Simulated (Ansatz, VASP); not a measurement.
## PtSe2: VASP beside Ansatz

```
Se Pt
1.0
     3.89221    0.00000    0.00000
    -1.94610    3.21024    0.00000
     0.00000    0.00000   31.12162
Se Pt
2 1
Direct
  0.66201 0.32402 0.45904
  0.33799 0.67598 0.54096
  0.00000 0.00000 0.50000
```

Change from the starting cell: strain along x +0.050, atoms relaxed.

Alike in both runs: functional PBE; dispersion D3(BJ); k mesh 12 × 12 × 1; occupations gaussian, width 0.02 eV; no spin polarisation.

Ansatz relaxed the structure, and its values are those at the end. VASP's run is a single point on that final structure, the one shown.

|  | VASP | Ansatz |
| --- | --- | --- |
| version | VASP 6.6.1 | Ansatz 0.2.0 |
| potentials or method | VASP PAW PBE potentials, release 64 (Se, Pt), cutoff 520 eV | scalar-relativistic, plane waves, PAW |
| valence electrons in the cell | 22 | 50 |

```csv
,VASP,Ansatz,Ansatz less VASP
gap on the k mesh at the Fermi level (eV),1.21,1.22,+0.010
least direct gap on the mesh (eV),1.31,1.32,+0.012
```

VASP's potentials hold 22 valence electrons a cell and Ansatz's 50, so a difference there can come from the potentials and not from the codes. Ansatz's warnings: stress scf threshold loose.

Spin-orbit coupling is off throughout.
